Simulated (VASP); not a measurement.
# Sb (Pm-3m) in VASP: settings compared, part 2 of 2

VASP 6.6.1.

**3. Single point, PBEsol-based global hybrid with 25 % exact exchange**

This run uses another cell than the first one, of 27.55 Å³/atom.

Input file POSCAR:

```
Sb
1.0
    3.0202166809      0.0000000000      0.0000000000
    0.0000000000      3.0202166809      0.0000000000
    0.0000000000      0.0000000000      3.0202166809
Sb
1
Direct
    0.0000000000      0.0000000000      0.0000000000
```

Input file INCAR.step1:

```
SYSTEM = Sb
ALGO     = Normal         ! electronic algorithm
EDIFF    = 1E-5           ! SCF threshold, eV
ENCUT    = 400            ! plane-wave cutoff, eV
GGA      = PE             ! functional
GGA_COMPAT= .FALSE.      
ISIF     = 2              ! what is computed and relaxed
ISMEAR   = -1             ! smearing method
LASPH    = .TRUE.         ! aspherical terms in the spheres
LCHARG   = .FALSE.        ! write CHGCAR
LREAL    = .FALSE.        ! projectors in reciprocal space
LWAVE    = .TRUE.         ! write WAVECAR
NBANDS   = 14             ! bands
NELM     = 120            ! most SCF steps
PREC     = Accurate       ! precision mode
SIGMA    = 0.05           ! smearing width, eV
```

Input file INCAR.step2:

```
SYSTEM = Sb
AEXX     = 0.25           ! exact-exchange fraction
ALGO     = Normal         ! electronic algorithm
EDIFF    = 1E-6           ! SCF threshold, eV
ENCUT    = 400            ! plane-wave cutoff, eV
GGA      = PS             ! functional
GGA_COMPAT= .FALSE.      
ISIF     = 2              ! what is computed and relaxed
ISMEAR   = -1             ! smearing method
ISTART   = 1            
LASPH    = .TRUE.         ! aspherical terms in the spheres
LCHARG   = .FALSE.        ! write CHGCAR
LHFCALC  = .TRUE.         ! exact exchange
LREAL    = .FALSE.        ! projectors in reciprocal space
LWAVE    = .FALSE.        ! write WAVECAR
NBANDS   = 14             ! bands
NELM     = 120            ! most SCF steps
PREC     = Accurate       ! precision mode
PRECFOCK = Normal       
SIGMA    = 0.05           ! smearing width, eV
```

Input file KPOINTS:

```
k-points
0
G
  4 4 4
  0 0 0
```

Potentials or basis: VASP PAW PBE potentials, release 64 (Sb_d_GW).

Command:

```sh
$ cat potpaw_PBE.64/Sb_d_GW/POTCAR > POTCAR
$ cp INCAR.step1 INCAR
$ mpirun -np 1 vasp_std > vasp.out
$ cp INCAR.step2 INCAR
$ mpirun -np 1 vasp_std > vasp.out
```

OUTCAR:

```text
SYSTEM = Sb
   AEXX = 0.25
   EDIFF = 1E-6
   ENCUT = 400
   GGA = PS
   ISIF = 2
   ISMEAR = -1
   ISTART = 1
   LASPH = .TRUE.
   LHFCALC = .TRUE.
   LREAL = .FALSE.
   NELM = 120
   PREC = Accurate
   PRECFOCK = Normal

 ion  position               nearest neighbor table
   1  0.000  0.000  0.000-

  LATTYP: Found a simple cubic cell.
 ALAT       =     3.0202166809

  Lattice vectors:

 A1 = (   3.0202166809,   0.0000000000,   0.0000000000)
 A2 = (   0.0000000000,   3.0202166809,   0.0000000000)
 A3 = (   0.0000000000,   0.0000000000,   3.0202166809)

Analysis of symmetry for initial positions (statically):
=====================================================================
 Subroutine PRICEL returns:
 Original cell was already a primitive cell.

 Routine SETGRP: Setting up the symmetry group for a
 simple cubic supercell.

 Subroutine GETGRP returns: Found 48 space group operations
 (whereof 48 operations were pure point group operations)
 out of a pool of 48 trial point group operations.

The static configuration has the point symmetry O_h .

Analysis of symmetry for dynamics (positions and initial velocities):
=====================================================================
 Subroutine PRICEL returns:
 Original cell was already a primitive cell.

 Routine SETGRP: Setting up the symmetry group for a
 simple cubic supercell.

 Subroutine GETGRP returns: Found 48 space group operations
 (whereof 48 operations were pure point group operations)
 out of a pool of 48 trial point group operations.

The dynamic configuration has the point symmetry O_h .

 Subroutine INISYM returns: Found 48 space group operations
 (whereof 48 operations are pure point group operations),
 and found     1 'primitive' translations

----------------------------------------------------------------------------------------

                                     Primitive cell

  volume of cell :      27.5495

[... 105 lines left out ...]
   HFSCREENC=   0.0000 screening length for correlation (either q_TF or 0.3 A-1)
   ENCUTFOCK=  -1.0 apply spherical cutoff to Coloumb kernel
   IVDW    =     0    specifies the selected vdW correction
   LEPSILON=     F    determine dielectric tensor
   LRPA    =     F    only Hartree local field effects (RPA)
 non-spin polarized calculation
  energy-cutoff  :      400.00
  volume of cell :       27.55
 maximum number of plane-waves:       507
 NGX is ok and might be reduce to    20
  NGX = 16; NGY = 16; NGZ = 16

 number of electron      14.9999981 magnetization

 Free energy of the ion-electron system (eV)
  ---------------------------------------------------
  ext. energy  EPLUGINS =         0.00000000
  ---------------------------------------------------
  free energy    TOTEN  =        -5.36173614 eV

  energy without entropy =       -5.35325275  energy(sigma->0) =       -5.35749444

 E-fermi :   6.3132     XC(G=0):  -8.3217

 val. band max:        4.6326090629   @ k =   0.2500   0.2500   0.2500
 cond. band min:       6.3937375473   @ k =   0.5000   0.2500   0.0000
 fundamental gap:      1.7611284844
 Fermi energy:         6.3131738171

 k-point     1 :       0.0000    0.0000    0.0000
  band No.  band energies     occupation
      1     -26.4809      2.00000
      2     -26.4809      2.00000
      3     -26.2217      2.00000
      4     -26.2217      2.00000
      5     -26.2217      2.00000
      6      -9.1796      2.00000
      7      10.0692      0.00000
      8      10.0692      0.00000
      9      10.0692      0.00000
     10      13.9292      0.00000
     11      13.9292      0.00000
     12      15.5236      0.00000
     13      26.4488      0.00000
     14      26.4488      0.00000
[... 139 lines left out ...]
      1     -26.3580      2.00000
      2     -26.3580      2.00000
      3     -26.3580      2.00000
      4     -26.1365      2.00000
      5     -26.1365      2.00000
      6       1.2291      2.00000
      7       3.3943      2.00000
      8       3.3943      2.00000
      9       3.3943      2.00000
     10      11.4346      0.00000
     11      11.4346      0.00000
     12      11.4346      0.00000
     13      13.4570      0.00000
     14      32.6177      0.00000

------------------------ aborting loop because EDIFF is reached ----------------------------------------

  FORCE on cell =-STRESS in cart. coord.  units (eV):
  Direction    XX          YY          ZZ          XY          YZ          ZX
  --------------------------------------------------------------------------------------
  -------------------------------------------------------------------------------------
  Total       -0.0859427     -0.0859427     -0.0859427     -0.0000000     -0.0000000      0.0000000
  in kB       -4.9981031     -4.9981031     -4.9981031     -0.0000000     -0.0000000      0.0000000
  external PRESSURE =      -4.9981031 kB  Pullay stress =       0.0000000 kB

 VOLUME and BASIS-vectors are now :
 -----------------------------------------------------------------------------
  energy-cutoff  :      400.00
  volume of cell :       27.55
      direct lattice vectors                 reciprocal lattice vectors
     3.020216681  0.000000000  0.000000000     0.331102072  0.000000000  0.000000000
     0.000000000  3.020216681  0.000000000     0.000000000  0.331102072  0.000000000
     0.000000000  0.000000000  3.020216681     0.000000000  0.000000000  0.331102072

 POSITION                                       TOTAL-FORCE (eV/Angst)
 -----------------------------------------------------------------------------------
      0.00000      0.00000      0.00000         0.000000      0.000000      0.000000
 -----------------------------------------------------------------------------------
    total drift:                                0.000002      0.000001      0.000001

  FREE ENERGIE OF THE ION-ELECTRON SYSTEM (eV)
  ---------------------------------------------------
  free  energy   TOTEN  =        -5.3617361379 eV

  energy  without entropy=       -5.3532527469  energy(sigma->0) =       -5.35749444
```

It took 2.1 min on 1 thread of Intel Xeon Platinum 8259CL at 2.50GHz (Skylake/Cascade Lake), shared host; peak memory 0.14 GiB.

Results:

* Free energy: -5.3617 eV
* Pressure: -0.5 GPa
* Band gap on the k mesh: zero (an odd number of electrons rules out a gap without spin polarisation)

Caveat: the k points lie up to 0.52 Å⁻¹ apart, too coarse for converged energies and pressures of a metal; the PAW data sets were made with another functional, which shifts forces and pressure a little; spin-orbit coupling is left out, which moves the levels of the heavy elements.

**4. Single point, PBE0**

This run uses another cell than the first one, of 29.66 Å³/atom.

Input file POSCAR:

```
Sb
1.0
    3.0954921035      0.0000000000      0.0000000000
    0.0000000000      3.0954921035      0.0000000000
    0.0000000000      0.0000000000      3.0954921035
Sb
1
Direct
    0.0000000000      0.0000000000      0.0000000000
```

Input file INCAR.step1:

```
PREC     = Accurate       # precision mode
ENCUT    = 400            # plane-wave cutoff, eV
EDIFF    = 1E-5           # SCF threshold, eV
ISMEAR   = -1             # smearing method
SIGMA    = 0.05           # smearing width, eV
LREAL    = False          # projectors in reciprocal space
LASPH    = True           # aspherical terms in the spheres
NELM     = 120            # most SCF steps
ALGO     = Normal         # electronic algorithm
ISIF     = 2              # what is computed and relaxed
LWAVE    = True           # write WAVECAR
GGA      = PE             # functional
NBANDS   = 14             # bands
GGA_COMPAT= False
```

Input file INCAR.step2:

```
PREC     = Accurate       # precision mode
ENCUT    = 400            # plane-wave cutoff, eV
EDIFF    = 1E-6           # SCF threshold, eV
ISMEAR   = -1             # smearing method
SIGMA    = 0.05           # smearing width, eV
LREAL    = False          # projectors in reciprocal space
LASPH    = True           # aspherical terms in the spheres
NELM     = 120            # most SCF steps
ALGO     = Normal         # electronic algorithm
ISIF     = 2              # what is computed and relaxed
LWAVE    = False          # write WAVECAR
LCHARG   = True           # write CHGCAR
GGA      = PE             # functional
LHFCALC  = True           # exact exchange
AEXX     = 0.25           # exact-exchange fraction
PRECFOCK = Normal       
LELF     = True           # ELF
LVHAR    = True         
ISTART   = 1            
NBANDS   = 14             # bands
GGA_COMPAT= False
```

Input file KPOINTS:

```
regular mesh
0
Gamma
  4 4 4
```

Command:

```sh
$ cat potpaw_PBE.64/Sb_d_GW/POTCAR > POTCAR
$ cp INCAR.step1 INCAR
$ mpirun -np 1 vasp_std > vasp.out
$ cp INCAR.step2 INCAR
$ mpirun -np 1 vasp_std > vasp.out
```

Run time: 1.8 min. Hardware: 1 thread of AMD EPYC 9R45 (Zen 5), shared host; peak memory 0.1 GiB.

The run converged. Its results:

* Free energy: -5.0280 eV
* Pressure: -3.3 GPa
* Band gap on the k mesh: zero (an odd number of electrons rules out a gap without spin polarisation)

Levels at points of the mesh, in eV from the Fermi level:
| k point | band 3 | band 4 | band 5 | band 6 | band 7 | band 8 | band 9 | band 10 | band 11 | band 12 |
| --- | --- | --- | --- | --- | --- | --- | --- | --- | --- | --- |
| (0.00, 0.00, 0.00) | -32.50 | -32.50 | -32.50 | -14.78 | 3.62 | 3.62 | 3.62 | 7.52 | 7.52 | 8.83 |
| (0.50, 0.00, 0.00) | -32.55 | -32.53 | -32.49 | -12.01 | -7.30 | 5.94 | 5.94 | 10.15 | 11.24 | 12.17 |
| (0.50, 0.50, 0.00) | -32.54 | -32.54 | -32.43 | -8.95 | -4.89 | -4.89 | 2.36 | 8.23 | 14.01 | 14.01 |
| (0.50, 0.50, 0.50) | -32.60 | -32.43 | -32.43 | -5.49 | -2.69 | -2.69 | -2.69 | 5.26 | 5.26 | 5.26 |

Caveat: the k points lie up to 0.51 Å⁻¹ apart, too coarse for converged energies and pressures of a metal; the PAW data sets were made with another functional, which shifts forces and pressure a little; spin-orbit coupling is left out, which moves the levels of the heavy elements.

**5. Single point, PBE0**

This run uses another cell than the first one, of 28.32 Å³/atom.

Input file POSCAR:

```
Sb
1.0
    3.0482039333      0.0000000000      0.0000000000
    0.0000000000      3.0482039333      0.0000000000
    0.0000000000      0.0000000000      3.0482039333
Sb
1
Direct
    0.0000000000      0.0000000000      0.0000000000
```

Input file INCAR.step1:

```
SYSTEM = Sb
ALGO = Normal ; EDIFF = 1E-5
ENCUT = 400 ; GGA = PE
GGA_COMPAT = .False. ; ISIF = 2
ISMEAR = -1 ; LASPH = .True.
LREAL = .False. ; LWAVE = .True.
NBANDS = 14 ; NELM = 120
PREC = Accurate ; SIGMA = 0.05
```

Input file INCAR.step2:

```
SYSTEM = Sb
AEXX = 0.25 ; ALGO = Normal
EDIFF = 1E-6 ; ENCUT = 400
GGA = PE ; GGA_COMPAT = .False.
ISIF = 2 ; ISMEAR = -1
ISTART = 1 ; LASPH = .True.
LCHARG = .True. ; LELF = .True.
LHFCALC = .True. ; LREAL = .False.
LVHAR = .True. ; LWAVE = .False.
NBANDS = 14 ; NELM = 120
PREC = Accurate ; PRECFOCK = Normal
SIGMA = 0.05
```

Input file KPOINTS:

```
k-points
0
Gamma
  4 4 4
  0 0 0
```

Command:

```sh
$ cat potpaw_PBE.64/Sb_d_GW/POTCAR > POTCAR
$ cp INCAR.step1 INCAR
$ mpirun -np 1 vasp_std > vasp.out
$ cp INCAR.step2 INCAR
$ mpirun -np 1 vasp_std > vasp.out
```

It took 80 s on 1 thread of Intel Xeon Platinum 8488C (Sapphire Rapids), shared host; peak memory 0.13 GiB.

The run converged. Its results:

```
Free energy            : -5.0416 eV
Pressure               : -0.5 GPa
Band gap on the k mesh : zero (an odd number of electrons rules out a gap without spin polarisation)
```

Levels at points of the mesh, in eV from the Fermi level:
| k point | band 3 | band 4 | band 5 | band 6 | band 7 | band 8 | band 9 | band 10 | band 11 | band 12 |
| --- | --- | --- | --- | --- | --- | --- | --- | --- | --- | --- |
| (0.00, 0.00, 0.00) | -32.57 | -32.57 | -32.57 | -15.21 | 3.71 | 3.71 | 3.71 | 7.55 | 7.55 | 9.11 |
| (0.50, 0.00, 0.00) | -32.63 | -32.61 | -32.57 | -12.26 | -7.69 | 6.20 | 6.20 | 10.31 | 11.34 | 12.15 |
| (0.50, 0.50, 0.00) | -32.63 | -32.63 | -32.50 | -8.96 | -5.17 | -5.17 | 2.15 | 8.69 | 14.11 | 14.11 |
| (0.50, 0.50, 0.50) | -32.69 | -32.49 | -32.49 | -5.21 | -2.84 | -2.84 | -2.84 | 5.16 | 5.16 | 5.16 |

Caveat: the k points lie up to 0.52 Å⁻¹ apart, too coarse for converged energies and pressures of a metal; the PAW data sets were made with another functional, which shifts forces and pressure a little; spin-orbit coupling is left out, which moves the levels of the heavy elements.

**6. The runs side by side**

```tsv
level	cell	gap on the mesh (eV)	pressure (GPa)
PBE0	a = 3.139 Å, 1 atom	none	-5.3
PBEsol-based global hybrid with 25 % exact exchange	a = 3.020 Å, 1 atom	none	-0.5
PBE0	a = 3.095 Å, 1 atom	none	-3.3
PBE0	a = 3.048 Å, 1 atom	none	-0.5
```

Alike in all rows: task single point; potentials or basis VASP PAW PBE potentials, release 64 (Sb_d_GW); no spin polarisation; k mesh 4 × 4 × 4; cutoff (eV) 400; smearing fermi-dirac 0.05 eV.

Caveats: all runs use coarse meshes; the PAW data sets were made with another functional, which shifts forces and pressure a little; spin-orbit coupling is left out, which moves the levels of the heavy elements.

Absolute energies hang on the potentials; compare differences alone.

The gap in the log of VASP goes by the Fermi energy; the results here count the filled bands.